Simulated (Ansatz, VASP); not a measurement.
Cd2S4O: VASP beside Ansatz

Contents of POSCAR:

```
Cd2S4O
1.0
    0.0000000000      3.3197490000      0.0000000000
    6.1029630000      0.0000000000      0.0000000000
   -2.7475850000      1.6598750000     -5.9782980000
S O Cd
4 1 2
Direct
    0.3675000000      0.9726000000      0.2650000000
    0.6325000000      0.0274000000      0.7350000000
    0.8938000000      0.4493000000      0.2124000000
    0.1062000000      0.5507000000      0.7876000000
    0.0000000000      0.0000000000      0.0000000000
    0.2561000000      0.6904000000      0.4878000000
    0.7439000000      0.3096000000      0.5122000000
```

File INCAR.step1:

```
SYSTEM = Cd2S4O
ALGO = Normal
EDIFF = 1E-4
ENCUT = 520
GGA = PE
ISMEAR = -1
LASPH = .True.
LCHARG = .False.
LREAL = .False.
LWAVE = .True.
NBANDS = 36
NELM = 60
PREC = Accurate
SIGMA = 0.1033
```

INCAR.step2

```
SYSTEM = Cd2S4O
ALGO = Normal
EDIFF = 1E-7
ENCUT = 520
ISIF = 2
ISMEAR = -1
ISTART = 1
LASPH = .True.
LCHARG = .True.
LELF = .True.
LMIXTAU = .True.
LREAL = .False.
LVHAR = .True.
LWAVE = .False.
METAGGA = R2SCAN
NBANDS = 36
NELM = 60
PREC = Accurate
SIGMA = 0.1033
```

The input KPOINTS:

```
k-points
0
Gamma
  7 4 7
  0 0 0
```

Input for Ansatz:

```yaml
crystal:
  lattice:
    - [0.0, 3.319749, 0.0]
    - [6.102963, 0.0, 0.0]
    - [-2.747585, 1.659875, -5.978298]
  atoms:
    - { symbol: S, position: [0.3675, 0.9726, 0.265] }
    - { symbol: S, position: [0.6325, 0.0274, 0.735] }
    - { symbol: O, position: [0.0, 0.0, 0.0] }
    - { symbol: S, position: [0.8938, 0.4493, 0.2124] }
    - { symbol: S, position: [0.1062, 0.5507, 0.7876] }
    - { symbol: Cd, position: [0.2561, 0.6904, 0.4878] }
    - { symbol: Cd, position: [0.7439, 0.3096, 0.5122] }
  symmetry: { tolerance: 0.0003 }
kpoints:
  mp_grid: { grid: [7, 4, 7], shift: [0, 0, 0] }
  band_path:
    path:
      - [0.0, 0.0, 0.0]
      - [0.53854476, 0.0, 0.26927238]
      - [0.46145524, 0.0, 0.73072762]
      - [0.0, 0.0, 0.5]
      - [0.0, 0.0, 0.0]
      - [0.0, -0.5, 0.5]
      - [0.49616133, -0.5, 0.74808067]
      - [0.50383867, -0.5, 0.25191933]
      - [0.0, -0.5, 0.0]
      - [0.0, 0.0, 0.0]
      - [0.5, -0.5, 0.5]
    npoints: 6
magnetization:
  spin_polarized: false
scf:
  occupations: { method: fermi_dirac, width: 0.1033 }
  lower_state_search: "off"
  max_iter: 200
hamiltonian:
  pseudopotentials: { kind: paw }
  xc: r2scan
basis:
  ecutwfc: 500
  fft_grid_basis: typed
output:
  forces: true
  stress: true
  eigenvalues: true
  bader: true
  populations: true
  elf: true
  write_potential: true
  volumetric_format: npy
  dos:
    e_range: [-12, 8]
    de: 0.05
    projected: { site_lists: { Cd: [Cd], O: [O], S: [S] } }
checkpoint:
  read: saved_state
```

Alike in both runs: task single point; functional r2SCAN; k mesh 7 × 4 × 7; occupations fermi-dirac, width 0.1033 eV; no spin polarisation.

|  | VASP | Ansatz |
| --- | --- | --- |
| version | VASP 6.6.1 | Ansatz 0.2.0 |
| potentials or method | VASP PAW PBE potentials, release 64 (S, O, Cd), cutoff 520 eV | PAW plane waves |
| valence electrons in the cell | 54 | 70 |

```csv
,VASP,Ansatz,Ansatz less VASP
pressure (GPa),11.4,10.7,-0.64
rms of the force components (eV/Å),1.010,0.975,-0.0349
```

VASP's potentials were made for PBE, not for r2SCAN. The functional is the same, so the differences come from potentials, cutoffs and numerics. VASP's potentials hold 54 valence electrons a cell and Ansatz's 70, so a difference there can come from the potentials and not from the codes.
